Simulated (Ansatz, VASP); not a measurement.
# PdPt3Se8 in VASP and in Ansatz

Contents of INCAR:

```
SYSTEM = PdPt3Se8
PREC = Accurate ; ENCUT = 500
EDIFF = 1E-6 ; ISMEAR = 0
SIGMA = 0.02 ; LREAL = .False.
LASPH = .True. ; NELM = 120
ALGO = Normal ; ISIF = 2
LWAVE = .False. ; LCHARG = .False.
GGA = PE ; NBANDS = 56
GGA_COMPAT = .False.
```

Contents of KPOINTS:

```
Automatic mesh
0
Gamma
  12 12 2
  0 0 0
```

The input POSCAR:

```
PdPt3Se8
1.0
    3.7515632057      0.0000000000      0.0000000000
   -1.8757816029      3.2489490401      0.0000000000
    0.0000000000      0.0000000000     25.0014484751
Pd Pt Se
1 3 8
Direct
    0.0000000000      0.0000000000      0.0000000000
    0.0000000000      0.0000000000      0.2446150282
    0.0000000000      0.0000000000      0.5000000000
    0.0000000000      0.0000000000      0.7553849718
    0.3333333333      0.6666666667      0.0520913059
    0.3333333333      0.6666666667      0.2969266583
    0.3333333333      0.6666666667      0.5522661643
    0.3333333333      0.6666666667      0.8076303621
    0.6666666667      0.3333333333      0.1923696379
    0.6666666667      0.3333333333      0.4477338357
    0.6666666667      0.3333333333      0.7030733417
    0.6666666667      0.3333333333      0.9479086941
```

Input for Ansatz:

```yaml
crystal:
  lattice:
    - [3.7515632057, 0.0, 0.0]
    - [-1.8757816029, 3.2489490401, 0.0]
    - [0.0, 0.0, 25.0014484751]
  atoms:
    - { symbol: Pd, position: [0.0, 0.0, 0.0] }
    - { symbol: Pt, position: [0.0, 0.0, 0.2446150282] }
    - { symbol: Pt, position: [0.0, 0.0, 0.5] }
    - { symbol: Pt, position: [0.0, 0.0, 0.7553849718] }
    - { symbol: Se, position: [0.3333333333, 0.6666666667, 0.0520913059] }
    - { symbol: Se, position: [0.3333333333, 0.6666666667, 0.2969266583] }
    - { symbol: Se, position: [0.3333333333, 0.6666666667, 0.5522661643] }
    - { symbol: Se, position: [0.3333333333, 0.6666666667, 0.8076303621] }
    - { symbol: Se, position: [0.6666666667, 0.3333333333, 0.1923696379] }
    - { symbol: Se, position: [0.6666666667, 0.3333333333, 0.4477338357] }
    - { symbol: Se, position: [0.6666666667, 0.3333333333, 0.7030733417] }
    - { symbol: Se, position: [0.6666666667, 0.3333333333, 0.9479086941] }
basis:
  ecutwfc: 420
kpoints:
  mp_grid: { grid: [12, 12, 2] }
hamiltonian:
  xc: pbe
scf:
  occupations: { method: gaussian, width: 0.02 }
output:
  forces: false
  stress: false
  eigenvalues: true
  eigenstates:
    kpoints:
      - [-0.088542, 0.177083, 0.0]
      - [-0.076600403, 0.171112202, 0.0]
      - [-0.100483597, 0.183053798, 0.0]
      - [-0.088542, 0.187424726, 0.0]
      - [-0.088542, 0.166741274, 0.0]
      - [-0.088542, 0.177083, 0.079582082]
      - [-0.088542, 0.177083, -0.079582082]
      - [-0.080098016, 0.180173713, 0.0]
      - [-0.096985984, 0.173992287, 0.0]
      - [-0.080098016, 0.172861008, 0.05627303]
      - [-0.096985984, 0.181304992, -0.05627303]
      - [-0.088542, 0.184395705, 0.05627303]
      - [-0.088542, 0.169770295, -0.05627303]
      - [-0.081647516, 0.179606556, 0.045946737]
      - [-0.095436484, 0.174559444, -0.045946737]
      - [0.0, 0.255208, 0.242188]
      - [0.011941597, 0.249237202, 0.242188]
      - [-0.011941597, 0.261178798, 0.242188]
      - [0.0, 0.265549726, 0.242188]
      - [0.0, 0.244866274, 0.242188]
      - [0.0, 0.255208, 0.321770082]
      - [0.0, 0.255208, 0.162605918]
      - [0.008443984, 0.258298713, 0.242188]
      - [-0.008443984, 0.252117287, 0.242188]
      - [0.008443984, 0.250986008, 0.29846103]
      - [-0.008443984, 0.259429992, 0.18591497]
      - [0.0, 0.262520705, 0.29846103]
      - [0.0, 0.247895295, 0.18591497]
      - [0.006894484, 0.257731556, 0.288134737]
      - [-0.006894484, 0.252684444, 0.196241263]
    e_range: [-1.89494, 1.89494]
checkpoint:
  read: start.run
  write: ck
  compress: false
  write_wavefunctions: false
  write_every: 100000
```

Alike in both runs: task single point; functional PBE; k mesh 12 × 12 × 2; occupations gaussian, width 0.02 eV; no spin polarisation.

|  | VASP | Ansatz |
| --- | --- | --- |
| version | VASP 6.6.1 | Ansatz 0.2.0 |
| potentials or method | VASP PAW PBE potentials, release 64 (Pd, Pt, Se), cutoff 500 eV | scalar-relativistic, plane waves, PAW |
| valence electrons in the cell | 88 | 200 |

```tsv
	VASP	Ansatz	Ansatz less VASP
gap on the k mesh at the Fermi level (eV)	0.41	0.42	+0.010
least direct gap on the mesh (eV)	0.68	0.69	+0.011
```

The functional is the same, so the differences come from potentials, cutoffs and numerics. VASP's potentials hold 88 valence electrons a cell and Ansatz's 200, so a difference there can come from the potentials and not from the codes.

Spin-orbit coupling is off throughout.
